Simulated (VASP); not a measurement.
A run of VASP 6.6.1 is set up as follows.

Contents of POSCAR:

```
Cu3Ge
1.0
    2.7283740000      0.0000000000      0.0000000000
   -1.3641870000      2.3628410000      0.0000000000
    0.0000000000      0.0000000000      8.2694850000
Cu Ge
3 1
Direct
    0.0000000000      0.0000000000      0.5000000000
    0.6666666667      0.3333333333      0.7423080000
    0.6666666667      0.3333333333      0.2576920000
    0.0000000000      0.0000000000      0.0000000000
```

File INCAR.step1:

```
PREC = Accurate
ENCUT = 520
ISMEAR = 1
SIGMA = 0.1
LREAL = False
LASPH = True
NELM = 60
NBANDS = 32
GGA = PE
ALGO = Normal
EDIFF = 1E-4
LWAVE = True
LCHARG = False
```

The input INCAR.step2:

```
PREC = Accurate
ENCUT = 520
EDIFF = 1E-6
ISMEAR = 1
SIGMA = 0.1
LREAL = False
LASPH = True
NELM = 60
ALGO = Normal
ISIF = 2
LWAVE = False
LCHARG = False
METAGGA = R2SCAN
LMIXTAU = True
NBANDS = 32
ISTART = 1
```

The input KPOINTS:

```
Automatic mesh
0
Gamma
  10 10 3
```

Potentials or basis: VASP PAW PBE potentials, release 64 (Cu, Ge_d).

The run is started by

```console
$ cat potpaw_PBE.64/Cu/POTCAR potpaw_PBE.64/Ge_d/POTCAR > POTCAR
$ cp INCAR.step1 INCAR
$ mpirun -np 1 vasp_std > vasp.out
$ cp INCAR.step2 INCAR
$ mpirun -np 1 vasp_std > vasp.out
```

**Question.** Estimate the pressure.

**Answer.** -3.5 GPa.

**Question.** Predict the largest force.

**Answer.** 0.095 eV/Å.

Forces in eV/Å, atoms in the order of the input:
```
Cu   0.000  0.000  0.000
Cu   0.000  0.000 -0.095
Cu   0.000  0.000  0.095
Ge   0.000  0.000  0.000
```

Caveat: the PAW data sets were made with another functional, which shifts forces and pressure a little.
